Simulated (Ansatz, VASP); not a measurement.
MnS: VASP beside Ansatz

File INCAR:

```
SYSTEM = MnS
PREC = Accurate
ENCUT = 600
EDIFF = 1E-6
ISMEAR = -1
SIGMA = 0.05
LREAL = .FALSE.
LASPH = .TRUE.
NELM = 200
ALGO = Normal
ISIF = 2
LWAVE = .FALSE.
LCHARG = .TRUE.
ISPIN = 2
MAGMOM = 6 0
LORBIT = 11
NUPDOWN = 6.0
LMAXMIX = 4
GGA = PS
LELF = .TRUE.
LVHAR = .TRUE.
NBANDS = 22
GGA_COMPAT = .FALSE.
```

File KPOINTS:

```
regular mesh
0
G
  7 7 7
  0 0 0
```

Contents of POSCAR:

```
MnS
1.0
    0.0000000000      2.6045000000      2.6045000000
    2.6045000000      0.0000000000      2.6045000000
    2.6045000000      2.6045000000      0.0000000000
Mn S
1 1
Direct
    0.0000000000      0.0000000000      0.0000000000
    0.5000000000      0.5000000000      0.5000000000
```

The input input.yaml:

```yaml
crystal:
  lattice:
    - [0.0, 2.6045, 2.6045]
    - [2.6045, 0.0, 2.6045]
    - [2.6045, 2.6045, 0.0]
  atoms:
    - { symbol: Mn, position: [0.0, 0.0, 0.0], spin: 6.0 }
    - { symbol: S, position: [0.5, 0.5, 0.5] }
hamiltonian:
  xc: pbesol
  pseudopotentials: { kind: paw }
magnetization:
  spin_polarized: true
  initial_magnetization: 6.0
  spin_locking: { lock_magnetization: hard }
kpoints:
  mp_grid: { grid: [7, 7, 7] }
scf:
  occupations: { method: fermi_dirac, width: 0.05 }
  lower_state_search: "off"
output:
  forces: true
  stress: true
  eigenvalues: true
```

Alike in both runs: task single point; functional PBEsol; k mesh 7 × 7 × 7; occupations fermi-dirac, width 0.05 eV; collinear spin; fixed moment 6 μB.

|  | VASP | Ansatz |
| --- | --- | --- |
| version | VASP 6.6.1 | Ansatz 0.2.0 |
| potentials or method | VASP PAW PBE potentials, release 64 (Mn_sv, S) | Ansatz PAW |
| plane-wave cutoff (eV) | 600 | 420 |
| valence electrons in the cell | 21 | 21 |

Ansatz gave:

- pressure (GPa): 8.7
- net moment per atom (μB): 3.00
- size of the moment on the site where the two differ most (μB): 4.55

Question: Which values does VASP return?

Answer: Pressure (GPa): 8.0; net moment per atom (μB): 3.00; size of the moment on the site where the two differ most (μB): 4.33.

VASP's potentials were made for PBE, not for PBEsol. Site moments also hang on the region over which each program counts them. The functional is the same, so the differences come from potentials, cutoffs and numerics.
